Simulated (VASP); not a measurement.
Crystal: HfB.

```
Hf B
1.0
    -2.10878    2.54708    2.93383
     2.10878   -2.54708    2.93383
     2.10878    2.54708   -2.93383
Hf B
2 2
Direct
  0.76030 0.26030 0.50000
  0.23970 0.73970 0.50000
  0.71940 0.50000 0.21940
  0.28060 0.50000 0.78060
```

The cell was built from a structure type or drawn by symmetry, and may not be a known phase.

| Property | Result |
| --- | --- |
| Program | VASP 6.6.1 |
| Task | relaxation of cell and atoms |
| Functional | PBE |
| Potentials or basis | VASP PAW PBE potentials, release 64 (Hf_pv, B) |
| Cutoff | 600 eV |
| k mesh | 6 × 6 × 6 |
| Occupations | gaussian, width 0.1 eV |
| Spin | no spin polarisation |

At the start: pressure 19.8 GPa; volume 15.76 Å³/atom.

Q: How do energy, volume and symmetry change on relaxing?

A: Over 14 steps the energy falls by 1261.6 meV/atom and the volume is 14.78 Å³/atom (-6.2 %); space group Immm (No. 71, to 0.1 Å) before and after.

Step by step:
```tsv
step	energy change (eV)	largest force (eV/Å)	pressure (GPa)	volume (Å³)
1	0.0000	7.9981	19.80	63.03
2	-2.2794	2.0990	-16.57	80.53
3	-3.5362	1.8120	-18.20	71.71
4	-3.5536	1.9224	-17.68	71.25
5	-3.5603	2.2264	-16.19	70.21
6	-4.6081	2.4264	9.73	57.26
7	-4.6688	1.9310	2.95	59.32
8	-4.9468	0.8280	1.11	59.45
9	-4.9696	1.0659	0.56	59.49
10	-5.0005	0.7653	-3.12	59.92
11	-5.0363	0.0939	-1.75	59.75
12	-5.0436	0.0767	1.40	58.60
13	-5.0449	0.0815	0.50	58.92
14	-5.0466	0.0139	0.12	59.10
```

Final structure:
```xyz
4
Lattice="-1.7552 2.7292 3.0845 1.7552 -2.7292 3.0845 1.7552 2.7292 -3.0845" Properties=species:S:1:pos:R:3 pbc="T T T"
Hf    0.0000    2.7292    1.5341
Hf    1.7552    0.0000    1.5503
B     0.0000    0.8173    3.0845
B     1.7552    1.9119    0.0000
```
